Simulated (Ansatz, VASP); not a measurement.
Si in VASP and in Ansatz

```
CELL_PARAMETERS angstrom
3.84386 0.00000 0.00000
-1.92193 3.32888 0.00000
0.00000 0.00000 6.31537
ATOMIC_POSITIONS crystal
Si 0.33333 0.66667 0.99956
Si 0.66667 0.33333 0.49956
Si 0.33333 0.66667 0.37444
Si 0.66667 0.33333 0.87444
```

Change from the starting cell: strained cell.

Alike in both runs: functional PBEsol; k mesh 9 × 9 × 6; occupations gaussian, width 0.01 eV; no spin polarisation.

Ansatz relaxed the structure, and its values are those at the end. VASP's run is a single point on that final structure, the one shown.

```csv
,VASP,Ansatz
version,VASP 6.6.1,Ansatz 0.2.0
potentials or method,"VASP PAW PBE potentials, release 64 (Si), cutoff 520 eV","scalar-relativistic, plane waves, PAW"
valence electrons in the cell,16,16
```

VASP gave:

```
gap on the k mesh at the Fermi level (eV) : 0.33
least direct gap on the mesh (eV)         : 0.88
pressure (GPa)                            : -0.7
```

Problem. What did Ansatz give for the same quantities?

Solution. gap on the k mesh at the Fermi level (eV): 0.33; least direct gap on the mesh (eV): 0.88; pressure (GPa): -0.8.

VASP's potentials were made for PBE, not for PBEsol, and Ansatz warns of the same on its side. Ansatz's warnings: stress scf threshold loose.
